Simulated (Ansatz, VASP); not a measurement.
**BiB: VASP beside Ansatz**

```
CELL_PARAMETERS angstrom
0.00000 2.77205 2.77205
2.77205 0.00000 2.77205
2.77205 2.77205 0.00000
ATOMIC_POSITIONS crystal
B 0.00000 0.00000 0.00000
Bi 0.25000 0.25000 0.25000
```

Alike in both runs: task single point; functional r2SCAN; k mesh 6 × 6 × 6; no spin polarisation.

|  | VASP | Ansatz |
| --- | --- | --- |
| version | VASP 6.6.1 | Ansatz 0.2.0 |
| potentials or method | VASP PAW PBE potentials, release 64 (B, Bi_d) | plane waves, PAW |
| plane-wave cutoff (eV) | 520 | 500 |
| occupations | gaussian, width 0.01 eV | fixed |
| valence electrons in the cell | 18 | 18 |

```csv
,VASP,Ansatz,Ansatz less VASP
gap on the k mesh at the Fermi level (eV),0.16,0.16,-0.002
pressure (GPa),-2.4,-2.4,+0.04
```

VASP's potentials were made for PBE, not for r2SCAN.

Neither program's run includes spin-orbit coupling.
